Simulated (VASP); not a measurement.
# GaN (P6_3mc) in VASP: further runs, part 2 of 2

VASP 6.6.1. Earlier steps stand in the parts before.

### Step 5. Single point, r2SCAN (strain -1.0%)

Input file POSCAR:

```
GaN
1.0
    3.1513178824      0.0000000000      0.0000000000
   -1.5756589412      2.7291213415      0.0000000000
    0.0000000000      0.0000000000      5.1317889770
Ga N
2 2
Direct
    0.3333333333      0.6666666667     -0.0008744116
    0.6666666667      0.3333333333      0.4991255884
    0.3333333333      0.6666666667      0.3758744116
    0.6666666667      0.3333333333      0.8758744116
```

Input file INCAR.step1:

```
  PREC = Accurate
  ENCUT = 520
  ISMEAR = 0
  SIGMA = 0.01
  LREAL = F
  LASPH = T
  NELM = 80
  NBANDS = 26
  GGA = PE
  ALGO = Normal
  EDIFF = 1E-4
  LWAVE = T
  LCHARG = F
```

Input file INCAR.step2:

```
  PREC = Accurate
  ENCUT = 520
  EDIFF = 1E-7
  ISMEAR = 0
  SIGMA = 0.01
  LREAL = F
  LASPH = T
  NELM = 80
  ALGO = Normal
  ISIF = 2
  LWAVE = F
  LCHARG = F
  METAGGA = R2SCAN
  LMIXTAU = T
  NBANDS = 26
  ISTART = 1
```

Input file KPOINTS:

```
regular mesh
0
Gamma
  12 12 6
```

Started as:

```sh
$ cat potpaw_PBE.64/Ga_d/POTCAR potpaw_PBE.64/N/POTCAR > POTCAR
$ cp INCAR.step1 INCAR
$ mpirun -np 1 vasp_std > vasp.out
$ cp INCAR.step2 INCAR
$ mpirun -np 1 vasp_std > vasp.out
```

It took 7.4 min on 1 thread of Intel Xeon 8259CL, shared host; peak memory 0.22 GiB.

The run converged. Its results:

| Quantity | Value |
| --- | --- |
| Free energy | -43.7842 eV |
| Pressure | 7.5 GPa |
| Largest force | 0.008 eV/Å |
| Band gap on the k mesh | 2.55 eV |

Forces in eV/Å, atoms in the order of the input:
```
Ga   0.000  0.000  0.008
Ga   0.000  0.000  0.008
N    0.000  0.000 -0.008
N    0.000  0.000 -0.008
```

Stress tensor (GPa, compression positive):
```
7.60 0.00 0.00
0.00 7.60 0.00
0.00 0.00 7.38
```

Levels at points of the mesh, in eV from the valence-band top:
| k point | band 16 | band 17 | band 18 | band 19 | band 20 | band 21 |
| --- | --- | --- | --- | --- | --- | --- |
| (0.00, 0.00, 0.00) | -0.04 | 0.00 | 0.00 | 2.55 | 5.02 | 10.15 |
| (0.50, 0.00, 0.00) | -2.95 | -2.33 | -1.07 | 5.67 | 6.29 | 6.65 |
| (0.00, 0.00, 0.50) | -0.57 | -0.57 | -0.57 | 4.97 | 4.97 | 9.35 |
| (0.50, 0.00, 0.50) | -2.08 | -2.02 | -2.02 | 4.99 | 4.99 | 8.62 |

Caveat: the cell differs from its parent crystal (strain -1.0%); the cell stands under pressure; the PAW data sets were made with another functional, which shifts forces and pressure a little.

### Step 6. Single point, r2SCAN (strain +1.0%)

Input file POSCAR:

```
GaN
1.0
    3.2149808699      0.0000000000      0.0000000000
   -1.6074904349      2.7842551060      0.0000000000
    0.0000000000      0.0000000000      5.2354614816
Ga N
2 2
Direct
    0.3333333333      0.6666666667     -0.0008868111
    0.6666666667      0.3333333333      0.4991131889
    0.3333333333      0.6666666667      0.3758868111
    0.6666666667      0.3333333333      0.8758868111
```

Input file INCAR.step1:

```
ALGO = Normal
EDIFF = 1E-4
ENCUT = 520
GGA = PE
ISMEAR = 0
LASPH = True
LCHARG = False
LREAL = False
LWAVE = True
NBANDS = 26
NELM = 100
PREC = Accurate
SIGMA = 0.01
```

Input file INCAR.step2:

```
ALGO = Normal
EDIFF = 1E-7
ENCUT = 520
ISIF = 2
ISMEAR = 0
ISTART = 1
LASPH = True
LCHARG = True
LELF = True
LMIXTAU = True
LREAL = False
LVHAR = True
LWAVE = False
METAGGA = R2SCAN
NBANDS = 26
NELM = 100
PREC = Accurate
SIGMA = 0.01
```

Input file KPOINTS:

```
k-points
0
Gamma
  12 12 6
```

Potentials or basis: VASP PAW PBE potentials, release 64 (Ga_d, N).

Started as:

```sh
$ cat potpaw_PBE.64/Ga_d/POTCAR potpaw_PBE.64/N/POTCAR > POTCAR
$ cp INCAR.step1 INCAR
$ mpirun -np 1 vasp_std > vasp.out
$ cp INCAR.step2 INCAR
$ mpirun -np 1 vasp_std > vasp.out
```

OUTCAR:

```text
EDIFF = 1E-7
   ENCUT = 520
   ISIF = 2
   ISMEAR = 0
   ISTART = 1
   LASPH = True
   LREAL = False
   METAGGA = R2SCAN
   NELM = 100
   PREC = Accurate

 ion  position               nearest neighbor table
   1  0.333  0.667  0.999-   4 1.97   4 1.97   4 1.97   3 1.97
   2  0.667  0.333  0.499-   3 1.97   3 1.97   3 1.97   4 1.97
   3  0.333  0.667  0.376-   2 1.97   2 1.97   2 1.97   1 1.97
   4  0.667  0.333  0.876-   1 1.97   1 1.97   1 1.97   2 1.97

  LATTYP: Found a hexagonal cell.
 ALAT       =     3.2149808699
 C/A-ratio  =     1.6284580511

  Lattice vectors:

 A1 = (   3.2149808699,   0.0000000000,   0.0000000000)
 A2 = (  -1.6074904349,   2.7842551060,   0.0000000000)
 A3 = (   0.0000000000,   0.0000000000,   5.2354614816)

Analysis of symmetry for initial positions (statically):
=====================================================================
 Subroutine PRICEL returns:
 Original cell was already a primitive cell.

 Routine SETGRP: Setting up the symmetry group for a
 hexagonal supercell.

 Subroutine GETGRP returns: Found 12 space group operations
[... 170 lines left out ...]
  energy without entropy =      -43.80666708  energy(sigma->0) =      -43.80666708

 E-fermi :   4.8648     XC(G=0): -12.4885

 val. band max:        4.7811943695   @ k =   0.0000   0.0000   0.0000
 cond. band min:       6.9174099784   @ k =   0.0000   0.0000   0.0000
 fundamental gap:      2.1362156089
 Fermi energy:         4.8648448061

 k-point     1 :       0.0000    0.0000    0.0000
  band No.  band energies     occupation
      1     -11.7766      2.00000
      2     -10.8620      2.00000
      3      -9.0307      2.00000
      4      -9.0157      2.00000
      5      -9.0157      2.00000
      6      -8.9533      2.00000
[... 685 lines left out ...]
     25      16.7243      0.00000
     26      18.4557      0.00000

 [... further k-points ...]

------------------------ aborting loop because EDIFF is reached ----------------------------------------

  FORCE on cell =-STRESS in cart. coord.  units (eV):
  Direction    XX          YY          ZZ          XY          YZ          ZX
  --------------------------------------------------------------------------------------
  -------------------------------------------------------------------------------------
  Total       -1.3161724     -1.3161724     -1.3076509     -0.0000000      0.0000000      0.0000000
  in kB      -44.9967324    -44.9967324    -44.7054041     -0.0000000      0.0000000      0.0000000
  external PRESSURE =     -44.8996229 kB  Pullay stress =       0.0000000 kB

 VOLUME and BASIS-vectors are now :
 -----------------------------------------------------------------------------
  energy-cutoff  :      520.00
  volume of cell :       46.86
      direct lattice vectors                 reciprocal lattice vectors
     3.214980870  0.000000000  0.000000000     0.311043841  0.179581246  0.000000000
    -1.607490435  2.784255106  0.000000000     0.000000000  0.359162491  0.000000000
     0.000000000  0.000000000  5.235461482     0.000000000  0.000000000  0.191005130

 POSITION                                       TOTAL-FORCE (eV/Angst)
 -----------------------------------------------------------------------------------
     -0.00000      1.85617      5.23082        -0.000000     -0.000000      0.000031
      1.60749      0.92809      2.61309         0.000000      0.000000      0.000031
     -0.00000      1.85617      1.96794         0.000000     -0.000000     -0.000031
      1.60749      0.92809      4.58567        -0.000000      0.000000     -0.000031
 -----------------------------------------------------------------------------------
    total drift:                                0.000002      0.000003      0.026185

  FREE ENERGIE OF THE ION-ELECTRON SYSTEM (eV)
  ---------------------------------------------------
  free  energy   TOTEN  =       -43.8066670776 eV

  energy  without entropy=      -43.8066670776  energy(sigma->0) =      -43.80666708
```

OUTCAR.step1:

```text
EDIFF = 1E-4
   ENCUT = 520
   GGA = PE
   ISMEAR = 0
[... 928 lines left out ...]
     -0.00000      1.85617      5.23082         0.000000      0.000000     -0.000205
      1.60749      0.92809      2.61309        -0.000000     -0.000000     -0.000205
     -0.00000      1.85617      1.96794         0.000000      0.000000      0.000205
      1.60749      0.92809      4.58567        -0.000000     -0.000000      0.000205
 -----------------------------------------------------------------------------------
    total drift:                               -0.000001     -0.000001     -0.002284

  FREE ENERGIE OF THE ION-ELECTRON SYSTEM (eV)
  ---------------------------------------------------
  free  energy   TOTEN  =       -24.3273423203 eV

  energy  without entropy=      -24.3273423203  energy(sigma->0) =      -24.32734232
```

OSZICAR.step1:

```text
N       E                     dE             d eps       ncg     rms          rms(c)
DAV:   1     0.283382975019E+03    0.28338E+03   -0.17733E+04  4248   0.257E+03
DAV:   2     0.914159405363E+01   -0.27424E+03   -0.25922E+03  4312   0.489E+02
DAV:   3    -0.269871152746E+02   -0.36129E+02   -0.35628E+02  4684   0.144E+02
DAV:   4    -0.282378657228E+02   -0.12508E+01   -0.12452E+01  4674   0.288E+01
DAV:   5    -0.282642828741E+02   -0.26417E-01   -0.26384E-01  4814   0.407E+00    0.108E+01
DAV:   6    -0.242546351489E+02    0.40096E+01   -0.10117E+01  6578   0.481E+01    0.308E+00
DAV:   7    -0.243455458500E+02   -0.90911E-01   -0.13456E+00  4150   0.898E+00    0.268E+00
DAV:   8    -0.243414161537E+02    0.41297E-02   -0.15593E-01  6556   0.487E+00    0.859E-01
DAV:   9    -0.243268412922E+02    0.14575E-01   -0.45358E-02  6286   0.352E+00    0.378E-01
DAV:  10    -0.243273514096E+02   -0.51012E-03   -0.53942E-03  4172   0.440E-01    0.909E-02
DAV:  11    -0.243273423203E+02    0.90893E-05   -0.20236E-04  3962   0.278E-01
   1 F= -.24327342E+02 E0= -.24327342E+02  d E =-.146080E-17
```

It took 5.7 min on 1 thread of Intel Xeon 8259CL, shared host; peak memory 0.22 GiB.

Results:

* Free energy: -43.8067 eV
* Pressure: -4.5 GPa
* Band gap on the k mesh: 2.14 eV

Caveat: the cell differs from its parent crystal (strain +1.0%); the cell stands under tension; the PAW data sets were made with another functional, which shifts forces and pressure a little.

### Step 7. Single point, r2SCAN, non-collinear spin, zero start, spin-orbit coupling (strain -3.0%)

Input file POSCAR:

```
GaN
1.0
    3.0876548948      0.0000000000      0.0000000000
   -1.5438274474      2.6739875771      0.0000000000
    0.0000000000      0.0000000000      5.0281164724
Ga N
2 2
Direct
    0.3333333333      0.6666666667     -0.0007689437
    0.6666666667      0.3333333333      0.4992310563
    0.3333333333      0.6666666667      0.3757689437
    0.6666666667      0.3333333333      0.8757689437
```

Input file INCAR.step1:

```
PREC = Accurate ; ENCUT = 520
ISMEAR = 0 ; SIGMA = 0.01
LREAL = F ; LASPH = T
NELM = 150 ; LNONCOLLINEAR = T
MAGMOM = 0 0 0 0 0 0 0 0 0 0 0 0 ; LSORBIT = T
GGA_COMPAT = F ; NBANDS = 50
GGA = PE ; ALGO = Normal
EDIFF = 1E-4 ; LWAVE = T
LCHARG = F
```

Input file INCAR.step2:

```
PREC = Accurate ; ENCUT = 520
EDIFF = 1E-7 ; ISMEAR = 0
SIGMA = 0.01 ; LREAL = F
LASPH = T ; NELM = 150
ALGO = Normal ; ISIF = 2
LWAVE = F ; LCHARG = F
LNONCOLLINEAR = T ; MAGMOM = 0 0 0 0 0 0 0 0 0 0 0 0
LORBIT = 11 ; LSORBIT = T
GGA_COMPAT = F ; LORBMOM = T
METAGGA = R2SCAN ; LMIXTAU = T
NBANDS = 50 ; ISTART = 1
```

Input file KPOINTS:

```
Automatic mesh
0
Gamma
  12 12 6
```

Started as:

```sh
$ cat potpaw_PBE.64/Ga_d/POTCAR potpaw_PBE.64/N/POTCAR > POTCAR
$ cp INCAR.step1 INCAR
$ mpirun -np 1 vasp_ncl > vasp.out
$ cp INCAR.step2 INCAR
$ mpirun -np 1 vasp_ncl > vasp.out
```

Wall time 49 min (1 thread of Oxide Virtual Turin-like, shared host); peak memory 0.48 GiB.

The run converged. Its results:

```yaml
Free_energy: -43.5461 eV
Pressure: 23.3 GPa
Largest_force: 0.004 eV/Å
Net_moment: 0.00 μB per cell
Valence_electrons_inside_the_program's_atomic_spheres: Ga 12.04; N 3.86
```

Forces on the atoms (eV/Å):
```
Ga   0.000  0.000  0.004
Ga   0.000  0.000  0.004
N    0.000  0.000 -0.004
N    0.000  0.000 -0.004
```

Stress tensor (GPa, compression positive):
```
23.27  0.00  0.00
 0.00 23.27  0.00
 0.00  0.00 23.35
```

Moments on the atoms (μB; x, y, z):
```
Ga  0.00 0.00 0.00
Ga  0.00 0.00 0.00
N   0.00 0.00 0.00
N   0.00 0.00 0.00
```

Caveat: the cell differs from its parent crystal (strain -3.0%); the cell stands under pressure; the PAW data sets were made with another functional, which shifts forces and pressure a little.

### Step 8. Overview

| level | spin | cell | smearing | gap on the mesh (eV) | pressure (GPa) |
| --- | --- | --- | --- | --- | --- |
| PBE | off | a = 3.310, b = 3.310, c = 5.391 Å, angles 90.0, 90.0, 120.0°, 4 atoms, atomic positions A | fermi-dirac 0.02 eV | 1.16 | -11.7 |
| r2SCAN | off | a = 3.088, b = 3.088, c = 5.028 Å, angles 90.0, 90.0, 120.0°, 4 atoms, atomic positions B | gaussian 0.01 eV | 2.98 | 23.3 |
| r2SCAN | off | a = 3.119, b = 3.119, c = 5.080 Å, angles 90.0, 90.0, 120.0°, 4 atoms, atomic positions B | gaussian 0.01 eV | 2.76 | 14.9 |
| r2SCAN | off | a = 3.151, b = 3.151, c = 5.132 Å, angles 90.0, 90.0, 120.0°, 4 atoms, atomic positions C | gaussian 0.01 eV | 2.55 | 7.5 |
| r2SCAN | off | a = 3.215, b = 3.215, c = 5.235 Å, angles 90.0, 90.0, 120.0°, 4 atoms, atomic positions C | gaussian 0.01 eV | 2.14 | -4.5 |
| r2SCAN | non-collinear, zero start, SOC | a = 3.088, b = 3.088, c = 5.028 Å, angles 90.0, 90.0, 120.0°, 4 atoms, atomic positions B | gaussian 0.01 eV | - | 23.3 |

Alike in all rows: task single point; potentials or basis VASP PAW PBE potentials, release 64 (Ga_d, N); k mesh 12 × 12 × 6; cutoff (eV) 520.

Caveats: the PAW data sets were made with another functional, which shifts forces and pressure a little (at least some runs); the cell stands under pressure (at least some runs); the cell stands under tension (at least some runs).

Total energies depend on the potentials used, so only differences within one code and one set of settings carry meaning.
